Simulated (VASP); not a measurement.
# AgCl in VASP: settings compared

The runs below take AgCl through single point, with PBE, r2SCAN.

All numbers are computed with VASP 6.6.1; they aren't measurements. Logs are shortened: lines on timing, memory, paths and dates and some standing lists are left out, and cuts for length are marked.

## 1. The cell of the first run

Symmetry: P2_1/m, No. 11, monoclinic system. The conventional cell has a = 4.464 Å, b = 5.723 Å, c = 4.519 Å, α = 90.00°, β = 118.79°, γ = 90.00°. Within 3.4 Å of Ag (site symmetry m) lie 5 Cl at 2.61 to 2.86 Å. Within 3.4 Å of Cl (site symmetry m) lie 5 Ag at 2.61 to 2.86 Å.

## 2. Single point, PBE (shear xy strain -2.8%)

Contents of INCAR:

```
SYSTEM = AgCl
  ALGO = Normal
  EDIFF = 1E-7
  ENCUT = 520
  GGA = PE
  ISIF = 2
  ISMEAR = -1
  LASPH = .True.
  LCHARG = .False.
  LREAL = .False.
  LWAVE = .False.
  NBANDS = 26
  NELM = 100
  PREC = Accurate
  SIGMA = 0.02
```

Contents of KPOINTS:

```
k-points
0
Gamma
  6 6 4
  0 0 0
```

Contents of POSCAR:

```
AgCl
1.0
    4.5183985972     -0.0634835003      0.0000000000
   -2.3141776226      3.9447897198      0.0000000000
    0.0000000000      0.0000000000      5.7230261441
Ag Cl
2 2
Direct
    0.3349789168      0.6666006327      0.2500000000
    0.6650210832      0.3333993673      0.7500000000
    0.6591105266      0.3329635247      0.2500000000
    0.3408894734      0.6670364753      0.7500000000
```

Potentials or basis: VASP PAW PBE potentials, release 64 (Ag, Cl).

On the command line:

```sh
> cat potpaw_PBE.64/Ag/POTCAR potpaw_PBE.64/Cl/POTCAR > POTCAR
> mpirun -np 1 vasp_std > vasp.out
```

OUTCAR:

```text
SYSTEM = AgCl
   EDIFF = 1E-7
   ENCUT = 520
   GGA = PE
   ISIF = 2
   ISMEAR = -1
   LASPH = .True.
   LREAL = .False.
   NELM = 100
   PREC = Accurate

 ion  position               nearest neighbor table
   1  0.335  0.667  0.250-   3 2.61   3 2.61   3 2.61   4 2.86   4 2.86
   2  0.665  0.333  0.750-   4 2.61   4 2.61   4 2.61   3 2.86   3 2.86
   3  0.659  0.333  0.250-   1 2.61   1 2.61   1 2.61   2 2.86   2 2.86
   4  0.341  0.667  0.750-   2 2.61   2 2.61   2 2.61   1 2.86   1 2.86

  LATTYP: Found a simple monoclinic cell.
 ALAT       =     4.4635331380
 B/A-ratio  =     1.2821740014
 C/A-ratio  =     1.0123918445
 COS(beta)  =    -0.4815639114

  Lattice vectors:

 A1 = (   2.2042209746,   3.8813062195,   0.0000000000)
 A2 = (   0.0000000000,   0.0000000000,  -5.7230261441)
 A3 = (  -4.5183985972,   0.0634835003,   0.0000000000)

Analysis of symmetry for initial positions (statically):
=====================================================================
 Subroutine PRICEL returns:
 Original cell was already a primitive cell.

 Routine SETGRP: Setting up the symmetry group for a
 simple monoclinic supercell.

 Subroutine GETGRP returns: Found  4 space group operations
 (whereof  2 operations were pure point group operations)
 out of a pool of  4 trial point group operations.

The static configuration has the point symmetry S_2 .
 The point group associated with its full space group is C_2h.

Analysis of symmetry for dynamics (positions and initial velocities):
=====================================================================
 Subroutine PRICEL returns:
 Original cell was already a primitive cell.

 Routine SETGRP: Setting up the symmetry group for a
 simple monoclinic supercell.

 Subroutine GETGRP returns: Found  4 space group operations
 (whereof  2 operations were pure point group operations)
 out of a pool of  4 trial point group operations.

The dynamic configuration has the point symmetry S_2 .
 The point group associated with its full space group is C_2h.

 Subroutine INISYM returns: Found  4 space group operations
 (whereof  2 operations are pure point group operations),
 and found     1 'primitive' translations

----------------------------------------------------------------------------------------

                                     Primitive cell

  volume of cell :     101.1672

  direct lattice vectors                    reciprocal lattice vectors
     4.518398597 -0.063483500  0.000000000     0.223156677  0.130912982  0.000000000
    -2.314177623  3.944789720  0.000000000     0.003591260  0.255605719  0.000000000
     0.000000000  0.000000000  5.723026144     0.000000000  0.000000000  0.174732733

  length of vectors
     4.518844547  4.573487073  5.723026144     0.258722073  0.255630947  0.174732733

  position of ions in fractional coordinates (direct lattice)
     0.334978917  0.666600633  0.250000000
     0.665021083  0.333399367  0.750000000
     0.659110527  0.332963525  0.250000000
     0.340889473  0.667036475  0.750000000

  ion indices of the primitive-cell ions
   primitive index   ion index
                 1           1
                 2           2
                 3           3
                 4           4

----------------------------------------------------------------------------------------

 KPOINTS: k-points

Automatic generation of k-mesh.
 Grid dimensions read from file:
 generate k-points for:    6    6    4

 Generating k-lattice:

  Cartesian coordinates                     Fractional coordinates (reciprocal lattice)
     0.037192779  0.021818830  0.000000000     0.166666667 -0.000000000  0.000000000
     0.000598543  0.042600953  0.000000000     0.000000000  0.166666667  0.000000000
     0.000000000  0.000000000  0.043683183     0.000000000  0.000000000  0.250000000

  Length of vectors
     0.043120346  0.042605158  0.043683183

  Shift w.r.t. Gamma in fractional coordinates (k-lattice)
     0.000000000  0.000000000  0.000000000

 Subroutine IBZKPT returns following result:
 ===========================================

 Found     60 irreducible k-points:

 Following reciprocal coordinates:
            Coordinates               Weight
  0.000000  0.000000  0.000000      1.000000
  0.166667 -0.000000  0.000000      2.000000
  0.333333 -0.000000  0.000000      2.000000
  0.500000  0.000000  0.000000      1.000000
  0.000000  0.166667  0.000000      2.000000
  0.166667  0.166667  0.000000      2.000000
[... 16 lines left out ...]
  0.333333 -0.000000  0.250000      4.000000
  0.500000  0.000000  0.250000      2.000000
 [... further k-points ...]
   k-points           NKPTS =     60   k-points in BZ     NKDIM =     60   number of bands    NBANDS=     26
   number of dos      NEDOS =    301   number of ions     NIONS =      4
   total plane-waves  NPLWV =  62208
   dimension x,y,z NGX =    36 NGY =   36 NGZ =   48
   dimension x,y,z NGXF=    72 NGYF=   72 NGZF=   96
   ions per type =               2   2
   NGX,Y,Z   is equivalent  to a cutoff of  13.24, 13.09, 13.94 a.u.
   NGXF,Y,Z  is equivalent  to a cutoff of  26.49, 26.17, 27.89 a.u.
 SYSTEM =  AgCl
   PREC   = accura    normal or accurate (medium, high low for compatibility)
   ISTART =      0    job   : 0-new  1-cont  2-samecut
   ICHARG =      2    charge: 1-file 2-atom 10-const
   ISPIN  =      1    spin polarized calculation?
   LNONCOLLINEAR =      F non collinear calculations
   LSORBIT =      F    spin-orbit coupling
   LASPH  =      T    aspherical Exc in radial PAW
   ENCUT  =  520.0 eV  38.22 Ry    6.18 a.u.   8.40  8.50 10.64*2*pi/ulx,y,z
   NELM   =    100;   NELMIN=  2; NELMDL= -5     # of ELM steps
   EDIFF  = 0.1E-06   stopping-criterion for ELM
   LREAL  =      F    real-space projection
   EDIFFG = 0.1E-05   stopping-criterion for IOM
   NSW    =      0    number of steps for IOM
   IBRION =     -1    ionic relax: 0-MD 1-quasi-New 2-CG
   NFREE  =      0    steps in history (QN), initial steepest desc. (CG)
   ISIF   =      2    stress and relaxation
   ISYM   =      2    0-nonsym 1-usesym 2-fastsym
   POTIM  = 0.5000    time-step for ionic-motion
   TEBEG  =    0.0;   TEEND  =   0.0 temperature during run
   PSTRESS=    0.0 pullay stress
   NELECT =      36.0000    total number of electrons
   NUPDOWN=      -1.0000    fix difference up-down
   EMIN   =  10.00;   EMAX   =-10.00  energy-range for DOS
   EFERMI =   0.00;   METHOD = LEGACY
   ISMEAR =    -1;   SIGMA  =   0.02  broadening in eV -4-tet -1-fermi 0-gaus
   EFERMI_NEDOS =   21; number of points for ismear=-14 and -15
   IALGO  =     38    algorithm
   IMIX   =      4    mixing-type and parameters
     AMIX     =   0.40;   BMIX     =  1.00
     AMIX_MAG =   1.60;   BMIX_MAG =  1.00
  volume/ion in A,a.u.               =      25.29       170.68
  Fermi-wavevector in a.u.,A,eV,Ry     =   1.160101  2.192273 18.311185  1.345834
  Thomas-Fermi vector in A             =   2.296687
   LORBIT       =      0    0 simple, 1 ext, 2 COOP (PROOUT), +10 PAW based schemes
   GGA     = PE    functional components
   LHFCALC =     F    Hartree Fock is set to
   AEXX    =    0.0000 exact exchange contribution
   IVDW    =     0    specifies the selected vdW correction
   LEPSILON=     F    determine dielectric tensor
   LRPA    =     F    only Hartree local field effects (RPA)
 non-spin polarized calculation
  energy-cutoff  :      520.00
  volume of cell :      101.17
 maximum number of plane-waves:      2741
 NGX is ok and might be reduce to    36
   NGX = 17   NGY = 17   NGZ = 21

 number of electron      35.9999997 magnetization

 Free energy of the ion-electron system (eV)
  ---------------------------------------------------
  ext. energy  EPLUGINS =         0.00000000
  ---------------------------------------------------
  free energy    TOTEN  =       -10.84288609 eV

  energy without entropy =      -10.84288609  energy(sigma->0) =      -10.84288609

 E-fermi :   2.5519     XC(G=0):  -8.8451

 val. band max:        2.1236216078   @ k =   0.0000   0.0000   0.0000
 cond. band min:       3.4808144927   @ k =   0.0000   0.0000   0.0000
 fundamental gap:      1.3571928849
 Fermi energy:         2.5518774692

 k-point     1 :       0.0000    0.0000    0.0000
  band No.  band energies     occupation
      1     -12.6839      2.00000
      2     -12.3070      2.00000
      3      -2.0453      2.00000
      4      -1.9944      2.00000
      5      -1.8030      2.00000
      6      -1.7972      2.00000
[... 18 lines left out ...]
     25      10.6164      0.00000
     26      12.7490      0.00000

 k-point     2 :       0.1667   -0.0000    0.0000
  band No.  band energies     occupation
      1     -12.6412      2.00000
      2     -12.3069      2.00000
      3      -2.0165      2.00000
      4      -1.9753      2.00000
      5      -1.8269      2.00000
      6      -1.6691      2.00000
[... 18 lines left out ...]
     25      11.0635      0.00000
     26      12.2532      0.00000

 k-point     3 :       0.3333   -0.0000    0.0000
  band No.  band energies     occupation
      1     -12.5423      2.00000
      2     -12.3194      2.00000
      3      -2.0738      2.00000
      4      -1.8124      2.00000
      5      -1.7580      2.00000
      6      -1.5351      2.00000
[... 18 lines left out ...]
     25      11.4440      0.00000
     26      12.1054      0.00000

 k-point     4 :       0.5000    0.0000    0.0000
  band No.  band energies     occupation
      1     -12.4760      2.00000
      2     -12.3421      2.00000
      3      -2.0971      2.00000
      4      -1.7113      2.00000
      5      -1.6585      2.00000
      6      -1.4041      2.00000
[... 18 lines left out ...]
     25      11.9656      0.00000
     26      12.2858      0.00000
[... 496 lines left out ...]
      1     -12.5844      2.00000
      2     -12.3469      2.00000
      3      -2.0981      2.00000
      4      -1.9628      2.00000
      5      -1.9137      2.00000
      6      -1.7687      2.00000
[... 18 lines left out ...]
     25      10.7142      0.00000
     26      11.4700      0.00000

 k-point    23 :       0.3333   -0.0000    0.2500
  band No.  band energies     occupation
      1     -12.4999      2.00000
      2     -12.3415      2.00000
      3      -2.1976      2.00000
      4      -1.9718      2.00000
      5      -1.7699      2.00000
      6      -1.6305      2.00000
[... 18 lines left out ...]
     25      11.0334      0.00000
     26      11.3622      0.00000

 k-point    24 :       0.5000    0.0000    0.2500
  band No.  band energies     occupation
      1     -12.4456      2.00000
      2     -12.3504      2.00000
      3      -2.2305      2.00000
      4      -1.9488      2.00000
      5      -1.6575      2.00000
      6      -1.5663      2.00000
[... 18 lines left out ...]
     25      11.5599      0.00000
     26      11.9124      0.00000

 [... further k-points ...]

------------------------ aborting loop because EDIFF is reached ----------------------------------------

  FORCE on cell =-STRESS in cart. coord.  units (eV):
  Direction    XX          YY          ZZ          XY          YZ          ZX
  --------------------------------------------------------------------------------------
  -------------------------------------------------------------------------------------
  Total        0.6134761      0.6170912      0.8957412      0.0441744      0.0000000      0.0000000
  in kB        9.7155753      9.7728268     14.1857862      0.6995865      0.0000000      0.0000000
  external PRESSURE =      11.2247295 kB  Pullay stress =       0.0000000 kB

 VOLUME and BASIS-vectors are now :
 -----------------------------------------------------------------------------
  energy-cutoff  :      520.00
  volume of cell :      101.17
      direct lattice vectors                 reciprocal lattice vectors
     4.518398597 -0.063483500  0.000000000     0.223156677  0.130912982  0.000000000
    -2.314177623  3.944789720  0.000000000     0.003591260  0.255605719  0.000000000
     0.000000000  0.000000000  5.723026144     0.000000000  0.000000000  0.174732733

 POSITION                                       TOTAL-FORCE (eV/Angst)
 -----------------------------------------------------------------------------------
     -0.02906      2.60833      1.43076         0.001677     -0.000787     -0.000000
      2.23328      1.27297      4.29227        -0.001677      0.000787      0.000000
      2.20759      1.27163      1.43076        -0.000415      0.000312      0.000000
     -0.00337      2.60968      4.29227         0.000415     -0.000312      0.000000
 -----------------------------------------------------------------------------------
    total drift:                               -0.000000      0.000000     -0.000000

  FREE ENERGIE OF THE ION-ELECTRON SYSTEM (eV)
  ---------------------------------------------------
  free  energy   TOTEN  =       -10.8428860897 eV

  energy  without entropy=      -10.8428860896  energy(sigma->0) =      -10.84288609
```

Run time: 81 s. Hardware: 1 thread of Intel Xeon 6975P-C (Granite Rapids), shared host; peak memory 0.31 GiB.

What came out:

```yaml
Free_energy: -10.8429 eV
Pressure: 1.1 GPa
Band_gap_on_the_k_mesh: 1.36 eV, direct
```

Caveat: the cell differs from its parent crystal (shear xy strain -2.8%).

(Continued in part 2 of 2.)
